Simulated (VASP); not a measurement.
Crystal: KBr.

```
CELL_PARAMETERS angstrom
0.00000 3.68830 3.68830
3.68830 0.00000 3.68830
3.68830 3.68830 0.00000
ATOMIC_POSITIONS crystal
K 0.00000 0.00000 0.00000
Br 0.25000 0.25000 0.25000
```

Base run:

```yaml
Program: VASP 6.6.1
Functional: PBE
Potentials_or_basis: VASP PAW PBE potentials, release 64 (K_sv, Br)
Cutoff: 520 eV
k_mesh: 4 × 4 × 4
Occupations: gaussian, width 0.01 eV
Spin: no spin polarisation
```

Its results: band gap on the k mesh 4.28 eV, indirect (least direct gap 4.30 eV); pressure 0.3 GPa.

The run is repeated on the same cell with these changes: functional from PBE to r2SCAN; further incar settings from ALGO = Normal; EDIFF = 1e-06; NBANDS = 15 to ALGO = Normal; EDIFF = 1e-07; NBANDS = 15. What comes out?

Band gap on the k mesh 4.84 eV, indirect (least direct gap 4.86 eV); pressure 0.0 GPa.

Caveats: the PAW data sets were made with another functional, which shifts forces and pressure a little (some runs).

A k mesh can miss the band edges.
